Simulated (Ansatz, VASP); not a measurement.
# Two plane-wave programs on Ge2Sb2Te5

```
Ge Sb Te
1.0
     4.26383    0.00000    0.00000
    -2.13191    3.69258    0.00000
     0.00000    0.00000   18.06574
Ge Sb Te
2 2 5
Cartesian
  0.0000 0.0000 5.9993
  0.0000 0.0000 12.0664
  0.0000 2.4617 2.0281
  2.1319 1.2309 16.0377
  0.0000 0.0000 0.0000
  0.0000 2.4617 14.2913
  2.1319 1.2309 3.7745
  0.0000 2.4617 7.4143
  2.1319 1.2309 10.6515
```

Alike in both runs: task single point; functional LDA; k mesh 12 × 12 × 2; occupations gaussian, width 0.1 eV; no spin polarisation.

```csv
,VASP,Ansatz
version,VASP 6.6.1,Ansatz 0.2.0
potentials or method,"VASP PAW LDA potentials, release 64 (Ge_d, Sb, Te), cutoff 520 eV","scalar-relativistic, plane waves, PAW"
valence electrons in the cell,68,138
```

|  | VASP | Ansatz | Ansatz less VASP |
| --- | --- | --- | --- |
| gap on the k mesh at the Fermi level (eV) | 0.03 | 0.03 | +0.001 |
| least direct gap on the mesh (eV) | 0.07 | 0.06 | -0.006 |
| pressure (GPa) | -3.4 | -3.5 | -0.10 |
| traceless stress, the component that is largest in VASP (GPa) | -0.07 | -0.06 | +0.005 |
| rms of the force components (eV/Å) | 0.059 | 0.073 | +0.0139 |

LDA's correlation is that of Perdew and Zunger in VASP and of Perdew and Wang (1992) in Ansatz. Atom by atom the forces differ by 0.016 eV/Å (rms over components). VASP's potentials hold 68 valence electrons a cell and Ansatz's 138, so a difference there can come from the potentials and not from the codes.

Neither program's run includes spin-orbit coupling.
